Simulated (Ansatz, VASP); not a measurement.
Two plane-wave programs on InSb5

```
In Sb
1.0
     6.50466    0.00000    0.00000
     0.00000    6.50466    0.00000
     0.00000    0.00000    4.72185
In Sb
1 5
Direct
  0.00000 0.00000 0.50000
  0.66640 0.66640 0.00000
  0.33360 0.33360 0.00000
  0.66640 0.33360 0.00000
  0.33360 0.66640 0.00000
  0.00000 0.00000 0.00000
```

Alike in both runs: task single point; functional PBE; k mesh 4 × 4 × 4; occupations gaussian, width 0.1 eV; no spin polarisation.

```csv
,VASP,Ansatz
version,VASP 6.6.1,Ansatz 0.2.0
potentials or method,"VASP PAW PBE potentials, release 64 (In_d, Sb), cutoff 520 eV","scalar-relativistic, plane waves, PAW"
valence electrons in the cell,38,88
```

```tsv
	VASP	Ansatz	Ansatz less VASP
gap on the k mesh at the Fermi level (eV)	none	none	-
rms of the force components (eV/Å)	10.008	9.821	-0.1873
```

Atom by atom the forces differ by 0.187 eV/Å (rms over components). A gap of «none» marks a metal or a gap that the smearing closes. With one functional, cell and mesh, what is left measures potentials, basis and numerics. VASP's potentials hold 38 valence electrons a cell and Ansatz's 88, so a difference there can come from the potentials and not from the codes.

Neither program's run includes spin-orbit coupling.
